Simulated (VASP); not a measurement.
LiH: single point with PBE

LiH:

```xyz
2
Lattice="0.0000 1.9985 1.9985 1.9985 0.0000 1.9985 1.9985 1.9985 0.0000" Properties=species:S:1:pos:R:3 pbc="T T T"
Li    0.0000    0.0000    0.0000
H     1.9985    1.9985    1.9985
```

```json
{"Program": "VASP 6.6.1", "Task": "single point", "Functional": "PBE", "Potentials or basis": "VASP PAW PBE potentials, release 64 (Li_sv, H)", "Cutoff": "520 eV", "k mesh": "6 × 6 × 6", "Occupations": "gaussian, width 0.01 eV", "Spin": "no spin polarisation", "Dipole correction": "no", "Further INCAR settings": "ALGO = Normal; EDIFF = 1e-06; NBANDS = 9"}
```

```
Band gap on the k mesh : 2.97 eV, direct
```

Levels at points of the mesh, in eV from the valence-band top:
```csv
k point,band 1,band 2,band 3,band 4,band 5,band 6
"(0.00, 0.00, 0.00)",-44.29,-5.47,16.21,17.98,17.98,17.98
"(0.50, 0.00, 0.00)",-44.24,-2.65,4.94,13.74,16.58,16.58
"(0.50, 0.50, 0.00)",-44.22,0.00,2.97,10.86,10.86,14.03
```

Wall time 2.9 s on 1 thread of Intel(R) Xeon(R) Platinum 8259CL CPU @ 2.50GHz (Skylake/Cascade Lake), with other jobs on the host, peak memory 0.13 GiB.

Caveat: the k points lie up to 0.45 Å⁻¹ apart. A k mesh can miss the band edges.
